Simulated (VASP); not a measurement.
# AlP (F-43m) in VASP: further runs

AlP is run at these levels: r2SCAN; tasks: single point.

Everything below comes from runs of VASP 6.6.1. Logs are shortened: lines on timing, memory, paths and dates and some standing lists are left out, and cuts for length are marked.

## 1. The cell of the first run

The structure is cubic, space group F-43m (No. 216). Conventional cell: a = 5.250 Å, b = 5.250 Å, c = 5.250 Å, α = 90.00°, β = 90.00°, γ = 90.00°. Al (site symmetry -43m) has 4 P at 2.27 Å within 3.0 Å. P (site symmetry -43m) has 4 Al at 2.27 Å within 3.0 Å.

## 2. Single point, r2SCAN

POSCAR

```
AlP
1.0
    2.6248091993      2.6248091993      0.0000000000
   -2.6248091993      2.6248091993      0.0000000000
    0.0000000000      2.6248091993      2.6248091993
Al P
1 1
Direct
    0.0000000000      0.0000000000      0.0000000000
    0.7500000000      0.2500000000      0.5000000000
```

INCAR.step1

```
ALGO = Normal ; EDIFF = 1E-5
ENCUT = 550 ; GGA = PE
GGA_COMPAT = False ; ISMEAR = 0
LASPH = True ; LCHARG = False
LREAL = False ; LWAVE = True
NBANDS = 11 ; NELM = 120
PREC = Accurate ; SIGMA = 0.01
```

INCAR.step2

```
ALGO = Normal ; EDIFF = 1E-6
ENCUT = 550 ; GGA_COMPAT = False
ISIF = 2 ; ISMEAR = 0
ISTART = 1 ; LASPH = True
LCHARG = False ; LMIXTAU = True
LREAL = False ; LWAVE = False
METAGGA = R2SCAN ; NBANDS = 11
NELM = 120 ; PREC = Accurate
SIGMA = 0.01
```

KPOINTS

```
k-points
0
Gamma
  8 8 8
```

Potentials or basis: VASP PAW PBE potentials, release 64 (Al, P).

The run is started by

```sh
$ cat potpaw_PBE.64/Al/POTCAR potpaw_PBE.64/P/POTCAR > POTCAR
$ cp INCAR.step1 INCAR
$ mpirun -np 1 vasp_std > vasp.out
$ cp INCAR.step2 INCAR
$ mpirun -np 1 vasp_std > vasp.out
```

OUTCAR:

```text
EDIFF = 1E-6
   ENCUT = 550
   ISIF = 2
   ISMEAR = 0
   ISTART = 1
   LASPH = True
   LREAL = False
   METAGGA = R2SCAN
   NELM = 120
   PREC = Accurate

 ion  position               nearest neighbor table
   1  0.000  0.000  0.000-   2 2.27   2 2.27   2 2.27   2 2.27
   2  0.750  0.250  0.500-   1 2.27   1 2.27   1 2.27   1 2.27

  LATTYP: Found a face centered cubic cell.
 ALAT       =     5.2496183986

  Lattice vectors:

 A1 = (   0.0000000000,   2.6248091993,   2.6248091993)
 A2 = (   2.6248091993,   0.0000000000,   2.6248091993)
 A3 = (   2.6248091993,   2.6248091993,   0.0000000000)

Analysis of symmetry for initial positions (statically):
=====================================================================
 Subroutine PRICEL returns:
 Original cell was already a primitive cell.

 Routine SETGRP: Setting up the symmetry group for a
 face centered cubic supercell.

 Subroutine GETGRP returns: Found 24 space group operations
 (whereof 24 operations were pure point group operations)
 out of a pool of 48 trial point group operations.

The static configuration has the point symmetry T_d .

Analysis of symmetry for dynamics (positions and initial velocities):
=====================================================================
 Subroutine PRICEL returns:
 Original cell was already a primitive cell.

 Routine SETGRP: Setting up the symmetry group for a
 face centered cubic supercell.

 Subroutine GETGRP returns: Found 24 space group operations
 (whereof 24 operations were pure point group operations)
 out of a pool of 48 trial point group operations.

The dynamic configuration has the point symmetry T_d .

 Subroutine INISYM returns: Found 24 space group operations
 (whereof 24 operations are pure point group operations),
 and found     1 'primitive' translations

----------------------------------------------------------------------------------------

                                     Primitive cell

  volume of cell :      36.1679

  direct lattice vectors                    reciprocal lattice vectors
     2.624809199  2.624809199  0.000000000     0.190490036  0.190490036 -0.190490036
    -2.624809199  2.624809199  0.000000000    -0.190490036  0.190490036 -0.190490036
     0.000000000  2.624809199  2.624809199     0.000000000  0.000000000  0.380980073

  length of vectors
     3.712040768  3.712040768  3.712040768     0.329938421  0.329938421  0.380980073

  position of ions in fractional coordinates (direct lattice)
     0.000000000  0.000000000  0.000000000
     0.750000000  0.250000000  0.500000000

  ion indices of the primitive-cell ions
   primitive index   ion index
                 1           1
                 2           2

----------------------------------------------------------------------------------------

 KPOINTS: k-points

Automatic generation of k-mesh.
 Grid dimensions read from file:
 generate k-points for:    8    8    8

 Generating k-lattice:

  Cartesian coordinates                     Fractional coordinates (reciprocal lattice)
     0.023811255  0.023811255 -0.023811255     0.125000000  0.000000000  0.000000000
    -0.023811255  0.023811255 -0.023811255     0.000000000  0.125000000  0.000000000
     0.000000000  0.000000000  0.047622509     0.000000000  0.000000000  0.125000000

  Length of vectors
     0.041242303  0.041242303  0.047622509

  Shift w.r.t. Gamma in fractional coordinates (k-lattice)
     0.000000000  0.000000000  0.000000000

 Subroutine IBZKPT returns following result:
 ===========================================

 Found     29 irreducible k-points:

 Following reciprocal coordinates:
            Coordinates               Weight
  0.000000  0.000000  0.000000      1.000000
  0.125000  0.000000  0.000000      8.000000
  0.250000  0.000000  0.000000      8.000000
  0.375000  0.000000  0.000000      8.000000
  0.500000  0.000000  0.000000      4.000000
  0.125000  0.125000  0.000000     12.000000
[... 16 lines left out ...]
  0.375000  0.250000  0.125000     48.000000
  0.500000  0.250000  0.125000     24.000000
[... 45 lines left out ...]
      1      -7.1777      2.00000
      2       5.5496      2.00000
      3       5.5496      2.00000
      4       5.5496      2.00000
      5      10.6610      0.00000
      6      10.6952      0.00000
      7      10.6952      0.00000
      8      10.6952      0.00000
      9      14.9823      0.00000
     10      14.9823      0.00000
     11      17.7145      0.00000

 k-point     2 :       0.1250    0.0000    0.0000
  band No.  band energies     occupation
      1      -6.9730      2.00000
      2       4.2775      2.00000
      3       5.3807      2.00000
      4       5.3807      2.00000
      5      10.4008      0.00000
      6      11.0254      0.00000
      7      11.0254      0.00000
      8      11.9463      0.00000
      9      14.4604      0.00000
     10      14.4604      0.00000
     11      18.0936      0.00000

 k-point     3 :       0.2500    0.0000    0.0000
  band No.  band energies     occupation
      1      -6.3919      2.00000
      2       2.0840      2.00000
      3       5.0475      2.00000
      4       5.0475      2.00000
      5       9.8788      0.00000
      6      11.3040      0.00000
      7      11.3040      0.00000
      8      14.0331      0.00000
      9      14.5277      0.00000
     10      14.5277      0.00000
     11      17.3063      0.00000

 k-point     4 :       0.3750    0.0000    0.0000
  band No.  band energies     occupation
      1      -5.5919      2.00000
      2       0.1668      2.00000
      3       4.7832      2.00000
      4       4.7832      2.00000
      5       9.4868      0.00000
      6      10.9781      0.00000
      7      10.9782      0.00000
      8      14.9159      0.00000
      9      16.2081      0.00000
     10      16.2081      0.00000
     11      18.0880      0.00000
[... 239 lines left out ...]
 k-point    22 :       0.2500    0.2500    0.1250
  band No.  band energies     occupation
      1      -5.8966      2.00000
      2       1.8021      2.00000
      3       3.3598      2.00000
      4       4.5131      2.00000
      5       9.9371      0.00000
      6      11.1085      0.00000
      7      11.8093      0.00000
      8      13.3308      0.00000
      9      15.0249      0.00000
     10      17.7981      0.00000
     11      20.0215      0.00000

 k-point    23 :       0.3750    0.2500    0.1250
  band No.  band energies     occupation
      1      -5.1563      2.00000
      2       0.4690      2.00000
      3       2.7482      2.00000
      4       4.0540      2.00000
      5      10.0008      0.00000
      6      11.0617      0.00000
      7      12.4429      0.00000
      8      13.6440      0.00000
      9      16.2993      0.00000
     10      18.4892      0.00000
     11      19.8888      0.00000

 k-point    24 :       0.5000    0.2500    0.1250
  band No.  band energies     occupation
      1      -4.7342      2.00000
      2      -0.2305      2.00000
      3       2.6204      2.00000
      4       3.8261      2.00000
      5       9.9715      0.00000
      6      10.7913      0.00000
      7      13.3333      0.00000
      8      14.3448      0.00000
      9      15.8291      0.00000
     10      18.3484      0.00000
     11      20.0598      0.00000

 [... further k-points ...]
[... 5 lines left out ...]
  --------------------------------------------------------------------------------------
  -------------------------------------------------------------------------------------
  Total        3.2932930      3.2932930      3.2932930     -0.0000000      0.0000000     -0.0000000
  in kB      145.8873858    145.8873858    145.8873858     -0.0000000      0.0000000     -0.0000000
  external PRESSURE =     145.8873858 kB  Pullay stress =       0.0000000 kB

 VOLUME and BASIS-vectors are now :
 -----------------------------------------------------------------------------
  energy-cutoff  :      550.00
  volume of cell :       36.17
      direct lattice vectors                 reciprocal lattice vectors
     2.624809199  2.624809199  0.000000000     0.190490036  0.190490036 -0.190490036
    -2.624809199  2.624809199  0.000000000    -0.190490036  0.190490036 -0.190490036
     0.000000000  2.624809199  2.624809199     0.000000000  0.000000000  0.380980073

 POSITION                                       TOTAL-FORCE (eV/Angst)
 -----------------------------------------------------------------------------------
      0.00000      0.00000      0.00000        -0.000000      0.000000     -0.000000
      1.31240      3.93721      1.31240         0.000000     -0.000000      0.000000
 -----------------------------------------------------------------------------------
    total drift:                                0.000000      0.000000      0.000000

  FREE ENERGIE OF THE ION-ELECTRON SYSTEM (eV)
  ---------------------------------------------------
  free  energy   TOTEN  =       -17.0120449928 eV

  energy  without entropy=      -17.0120449928  energy(sigma->0) =      -17.01204499
```

Run time: 45 s. Hardware: 1 thread of Intel Xeon Platinum 8259CL at 2.50GHz (Skylake/Cascade Lake), shared host; peak memory 0.16 GiB.

What came out:

* Free energy: -17.0120 eV
* Pressure: 14.6 GPa
* Band gap on the k mesh: 1.66 eV, indirect (least direct gap 4.10 eV)

Levels at points of the mesh, in eV from the valence-band top:
| k point | band 1 | band 2 | band 3 | band 4 | band 5 | band 6 | band 7 | band 8 |
| --- | --- | --- | --- | --- | --- | --- | --- | --- |
| (0.00, 0.00, 0.00) | -12.73 | 0.00 | 0.00 | 0.00 | 5.11 | 5.15 | 5.15 | 5.15 |
| (0.50, 0.00, 0.00) | -10.67 | -6.24 | -0.86 | -0.86 | 3.80 | 5.24 | 5.24 | 9.31 |
| (0.50, 0.50, 0.00) | -9.85 | -5.87 | -2.44 | -2.44 | 1.66 | 2.79 | 13.00 | 13.00 |

Caveat: the PAW data sets were made with another functional, which shifts forces and pressure a little.

## 3. Single point, r2SCAN

POSCAR is that of step 2.

INCAR.step1

```
SYSTEM = AlP
ALGO = Normal
EDIFF = 1E-5
ENCUT = 550
GGA = PE
GGA_COMPAT = .False.
ISMEAR = 0
LASPH = .True.
LCHARG = .False.
LREAL = .False.
LWAVE = .True.
NBANDS = 11
NELM = 120
PREC = Accurate
SIGMA = 0.01
```

INCAR.step2

```
SYSTEM = AlP
ALGO = Normal
EDIFF = 1E-6
ENCUT = 550
GGA_COMPAT = .False.
ISIF = 2
ISMEAR = 0
ISTART = 1
LASPH = .True.
LCHARG = .False.
LMIXTAU = .True.
LREAL = .False.
LWAVE = .False.
METAGGA = R2SCAN
NBANDS = 11
NELM = 120
PREC = Accurate
SIGMA = 0.01
```

KPOINTS

```
k-points
0
Gamma
  8 8 8
  0 0 0
```

Potentials or basis: VASP PAW PBE potentials, release 64 (Al, P).

The run is started by

```sh
$ cat potpaw_PBE.64/Al/POTCAR potpaw_PBE.64/P/POTCAR > POTCAR
$ cp INCAR.step1 INCAR
$ mpirun -np 1 vasp_std > vasp.out
$ cp INCAR.step2 INCAR
$ mpirun -np 1 vasp_std > vasp.out
```

It took 44 s on 1 thread of Intel Xeon Platinum 8259CL at 2.50GHz (Skylake/Cascade Lake), shared host; peak memory 0.16 GiB.

It converged, with:

```yaml
Free_energy: -17.0120 eV
Pressure: 14.6 GPa
Band_gap_on_the_k_mesh: 1.66 eV, indirect (least direct gap 4.10 eV)
```

Levels at points of the mesh, in eV from the valence-band top:
| k point | band 1 | band 2 | band 3 | band 4 | band 5 | band 6 | band 7 | band 8 |
| --- | --- | --- | --- | --- | --- | --- | --- | --- |
| (0.00, 0.00, 0.00) | -12.73 | 0.00 | 0.00 | 0.00 | 5.11 | 5.15 | 5.15 | 5.15 |
| (0.50, 0.00, 0.00) | -10.67 | -6.24 | -0.86 | -0.86 | 3.80 | 5.24 | 5.24 | 9.31 |
| (0.50, 0.50, 0.00) | -9.85 | -5.87 | -2.44 | -2.44 | 1.66 | 2.79 | 13.00 | 13.00 |

Caveat: the PAW data sets were made with another functional, which shifts forces and pressure a little. A k mesh can miss the band edges.

## 4. Single point, r2SCAN

This run uses another cell than the first one, of 18.75 Å³/atom, 1.037 times its volume.

POSCAR

```
AlP
1.0
    2.6567684954      2.6567684954      0.0000000000
   -2.6567684954      2.6567684954      0.0000000000
    0.0000000000      2.6567684954      2.6567684954
Al P
1 1
Direct
    0.0000000000      0.0000000000      0.0000000000
    0.7500000000      0.2500000000      0.5000000000
```

INCAR.step1

```
ALGO     = Normal         # electronic algorithm
EDIFF    = 1E-5           # SCF threshold, eV
ENCUT    = 550            # plane-wave cutoff, eV
GGA      = PE             # functional
GGA_COMPAT= F            
ISMEAR   = 0              # smearing method
LASPH    = T              # aspherical terms in the spheres
LCHARG   = F              # write CHGCAR
LREAL    = F              # projectors in reciprocal space
LWAVE    = T              # write WAVECAR
NBANDS   = 11             # bands
NELM     = 120            # most SCF steps
PREC     = Accurate       # precision mode
SIGMA    = 0.01           # smearing width, eV
```

INCAR.step2

```
ALGO     = Normal         # electronic algorithm
EDIFF    = 1E-6           # SCF threshold, eV
ENCUT    = 550            # plane-wave cutoff, eV
GGA_COMPAT= F            
ISIF     = 2              # what is computed and relaxed
ISMEAR   = 0              # smearing method
ISTART   = 1            
LASPH    = T              # aspherical terms in the spheres
LCHARG   = T              # write CHGCAR
LELF     = T              # ELF
LMIXTAU  = T            
LREAL    = F              # projectors in reciprocal space
LVHAR    = T            
LWAVE    = F              # write WAVECAR
METAGGA  = R2SCAN         # meta-GGA
NBANDS   = 11             # bands
NELM     = 120            # most SCF steps
PREC     = Accurate       # precision mode
SIGMA    = 0.01           # smearing width, eV
```

KPOINTS

```
k-points
0
Gamma
  8 8 8
```

The run is started by

```sh
$ cat potpaw_PBE.64/Al/POTCAR potpaw_PBE.64/P/POTCAR > POTCAR
$ cp INCAR.step1 INCAR
$ mpirun -np 1 vasp_std > vasp.out
$ cp INCAR.step2 INCAR
$ mpirun -np 1 vasp_std > vasp.out
```

Run time: 51 s. Hardware: 1 thread of Intel Xeon Platinum 8259CL at 2.50GHz (Skylake/Cascade Lake), shared host; peak memory 0.16 GiB.

It converged, with:

| Property | Result |
| --- | --- |
| Free energy | -17.1128 eV |
| Pressure | 9.6 GPa |
| Band gap on the k mesh | 1.74 eV, indirect (least direct gap 4.10 eV) |

Levels at points of the mesh, in eV from the valence-band top:
```csv
k point,band 2,band 3,band 4,band 5,band 6,band 7
"(0.00, 0.00, 0.00)",0.00,0.00,0.00,4.77,5.10,5.10
"(0.50, 0.00, 0.00)",-6.06,-0.84,-0.84,3.66,5.24,5.24
"(0.50, 0.50, 0.00)",-5.73,-2.36,-2.36,1.74,2.82,12.72
```

Caveat: the PAW data sets were made with another functional, which shifts forces and pressure a little. A k mesh can miss the band edges.

## 5. Single point, r2SCAN

This run uses another cell than the first one, of 18.75 Å³/atom, 1.037 times its volume.

POSCAR is that of step 4.

INCAR.step1

```
SYSTEM = AlP
PREC = Accurate
ENCUT = 550
ISMEAR = 0
SIGMA = 0.01
LREAL = .FALSE.
LASPH = .TRUE.
NELM = 120
NBANDS = 11
GGA = PE
ALGO = Normal
EDIFF = 1E-5
LWAVE = .TRUE.
LCHARG = .FALSE.
GGA_COMPAT = .FALSE.
```

INCAR.step2

```
SYSTEM = AlP
PREC = Accurate
ENCUT = 550
EDIFF = 1E-6
ISMEAR = 0
SIGMA = 0.01
LREAL = .FALSE.
LASPH = .TRUE.
NELM = 120
ALGO = Normal
ISIF = 2
LWAVE = .FALSE.
LCHARG = .FALSE.
METAGGA = R2SCAN
LMIXTAU = .TRUE.
NBANDS = 11
ISTART = 1
GGA_COMPAT = .FALSE.
```

KPOINTS

```
regular mesh
0
G
  8 8 8
  0 0 0
```

The run is started by

```sh
$ cat potpaw_PBE.64/Al/POTCAR potpaw_PBE.64/P/POTCAR > POTCAR
$ cp INCAR.step1 INCAR
$ mpirun -np 1 vasp_std > vasp.out
$ cp INCAR.step2 INCAR
$ mpirun -np 1 vasp_std > vasp.out
```

Wall time 47 s (1 thread of Intel Xeon Platinum 8259CL at 2.50GHz (Skylake/Cascade Lake), shared host); peak memory 0.16 GiB.

The run converged. Its results:

| Property | Result |
| --- | --- |
| Free energy | -17.1128 eV |
| Pressure | 9.6 GPa |
| Band gap on the k mesh | 1.74 eV, indirect (least direct gap 4.10 eV) |

Levels at points of the mesh, in eV from the valence-band top:
```
           k point  band 1  band 2  band 3  band 4  band 5  band 6  band 7  band 8
(0.00, 0.00, 0.00)  -12.49    0.00    0.00    0.00    4.77    5.10    5.10    5.10
(0.50, 0.00, 0.00)  -10.53   -6.06   -0.84   -0.84    3.66    5.24    5.24    9.21
(0.50, 0.50, 0.00)   -9.75   -5.73   -2.36   -2.36    1.74    2.82   12.72   12.72
```

Caveat: the PAW data sets were made with another functional, which shifts forces and pressure a little.

## 6. Single point, r2SCAN

This run uses another cell than the first one, of 19.21 Å³/atom, 1.063 times its volume.

POSCAR

```
AlP
1.0
    2.6784088043      2.6784088043      0.0000000000
   -2.6784088043      2.6784088043      0.0000000000
    0.0000000000      2.6784088043      2.6784088043
Al P
1 1
Direct
    0.0000000000      0.0000000000      0.0000000000
    0.7500000000      0.2500000000      0.5000000000
```

INCAR.step1

```
  ALGO = Normal
  EDIFF = 1E-5
  ENCUT = 550
  GGA = PE
  GGA_COMPAT = False
  ISMEAR = 0
  LASPH = True
  LCHARG = False
  LREAL = False
  LWAVE = True
  NBANDS = 11
  NELM = 120
  PREC = Accurate
  SIGMA = 0.01
```

INCAR.step2

```
  ALGO = Normal
  EDIFF = 1E-6
  ENCUT = 550
  GGA_COMPAT = False
  ISIF = 2
  ISMEAR = 0
  ISTART = 1
  LASPH = True
  LCHARG = False
  LMIXTAU = True
  LREAL = False
  LWAVE = False
  METAGGA = R2SCAN
  NBANDS = 11
  NELM = 120
  PREC = Accurate
  SIGMA = 0.01
```

KPOINTS

```
k-points
0
Gamma
  8 8 8
```

Potentials or basis: VASP PAW PBE potentials, release 64 (Al, P).

The run is started by

```sh
$ cat potpaw_PBE.64/Al/POTCAR potpaw_PBE.64/P/POTCAR > POTCAR
$ cp INCAR.step1 INCAR
$ mpirun -np 1 vasp_std > vasp.out
$ cp INCAR.step2 INCAR
$ mpirun -np 1 vasp_std > vasp.out
```

It took 56 s on 1 thread of Intel Xeon Platinum 8259CL at 2.50GHz (Skylake/Cascade Lake), shared host; peak memory 0.17 GiB.

It converged, with:

```
Free energy            : -17.1596 eV
Pressure               : 6.6 GPa
Band gap on the k mesh : 1.80 eV, indirect (least direct gap 4.10 eV)
```

Levels at points of the mesh, in eV from the valence-band top:
```tsv
k point	band 1	band 2	band 3	band 4	band 5	band 6	band 7	band 8
(0.00, 0.00, 0.00)	-12.34	0.00	0.00	0.00	4.54	5.06	5.06	5.06
(0.50, 0.00, 0.00)	-10.44	-5.94	-0.83	-0.83	3.56	5.24	5.24	9.13
(0.50, 0.50, 0.00)	-9.69	-5.64	-2.30	-2.30	1.80	2.83	12.51	12.51
```

Caveat: the PAW data sets were made with another functional, which shifts forces and pressure a little.

## 7. Summary

```csv
cell,gap on the mesh (eV),pressure (GPa)
"a = 3.712 Å, angles 60.0, 60.0, 90.0°, 2 atoms",1.66,14.6
"a = 3.757 Å, angles 60.0, 60.0, 90.0°, 2 atoms",1.74,9.6
"a = 3.788 Å, angles 60.0, 60.0, 90.0°, 2 atoms",1.80,6.6
```

Alike in all rows: task single point; level r2SCAN; potentials or basis VASP PAW PBE potentials, release 64 (Al, P); no spin polarisation; k mesh 8 × 8 × 8; cutoff (eV) 550; smearing gaussian 0.01 eV.

Caveats: the PAW data sets were made with another functional, which shifts forces and pressure a little.

Total energies depend on the potentials used, so only differences within one code and one set of settings carry meaning.
